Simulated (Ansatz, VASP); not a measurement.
One calculation of Ta, two programs

```xyz
1
Lattice="-1.6189 1.6189 1.6189 1.6189 -1.6189 1.6189 1.6189 1.6189 -1.6189" Properties=species:S:1:pos:R:3 pbc="T T T"
Ta    0.0000    0.0000    0.0000
```

Alike in both runs: functional PBEsol; dispersion D3(BJ); k mesh 8 × 8 × 8; occupations gaussian, width 0.1 eV; no spin polarisation.

Ansatz relaxed the structure, and its values are those at the end. VASP's run is a single point on that final structure, the one shown.

```csv
,VASP,Ansatz
version,VASP 6.6.1,Ansatz 0.2.0
potentials or method,"VASP PAW PBE potentials, release 64 (Ta_pv), cutoff 500 eV","scalar-relativistic, plane waves, PAW"
valence electrons in the cell,11,13
```

|  | VASP | Ansatz | Ansatz less VASP |
| --- | --- | --- | --- |
| gap on the k mesh at the Fermi level (eV) | none | none | - |
| pressure (GPa) | 0.4 | 0.1 | -0.28 |

VASP's potentials were made for PBE, not for PBEsol, and Ansatz warns of the same on its side. A gap of «none» marks a metal or a gap that the smearing closes. VASP's potentials hold 11 valence electrons a cell and Ansatz's 13, so a difference there can come from the potentials and not from the codes.

Neither program's run includes spin-orbit coupling.
